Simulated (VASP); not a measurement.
Crystal: SiC (3C silicon carbide).

```
Si C
1.0
     4.36000    0.00000    0.00000
     0.00000    4.36000    0.00000
     0.00000    0.00000    4.36000
Si C
4 4
Direct
  0.00000 0.00000 0.00000
  0.00000 0.50000 0.50000
  0.50000 0.00000 0.50000
  0.50000 0.50000 0.00000
  0.25000 0.25000 0.25000
  0.25000 0.75000 0.75000
  0.75000 0.25000 0.75000
  0.75000 0.75000 0.25000
```

* Program: VASP 6.6.1
* Task: relaxation of cell and atoms
* Functional: LDA
* Potentials or basis: VASP PAW LDA potentials, release 64 (Si, C)
* Cutoff: 600 eV
* k mesh: 6 × 6 × 6
* Occupations: gaussian, width 0.01 eV
* Spin: no spin polarisation

At the start: pressure -4.5 GPa; volume 10.36 Å³/atom.

Problem. How do energy, volume and symmetry change on relaxing?

Solution. Over 3 steps the energy falls by 3.0 meV/atom and the volume is 10.15 Å³/atom (-2.0 %); space group F-43m (No. 216, to 0.05 Å).

Step by step:
| step | energy change (eV) | largest force (eV/Å) | pressure (GPa) | volume (Å³) |
| --- | --- | --- | --- | --- |
| 1 | 0.0000 | 0.0000 | -4.48 | 82.88 |
| 2 | 0.0042 | 0.0000 | 5.21 | 79.45 |
| 3 | -0.0238 | 0.0000 | -0.02 | 81.22 |

Final structure:
```yaml
crystal:
  lattice:
    - [4.33058, 0.00000, 0.00000]
    - [0.00000, 4.33058, 0.00000]
    - [0.00000, 0.00000, 4.33058]
  atoms:
    - { symbol: Si, position: [0.00000, 0.00000, 0.00000] }
    - { symbol: Si, position: [0.00000, 0.50000, 0.50000] }
    - { symbol: Si, position: [0.50000, 0.00000, 0.50000] }
    - { symbol: Si, position: [0.50000, 0.50000, 0.00000] }
    - { symbol: C, position: [0.25000, 0.25000, 0.25000] }
    - { symbol: C, position: [0.25000, 0.75000, 0.75000] }
    - { symbol: C, position: [0.75000, 0.25000, 0.75000] }
    - { symbol: C, position: [0.75000, 0.75000, 0.25000] }
```
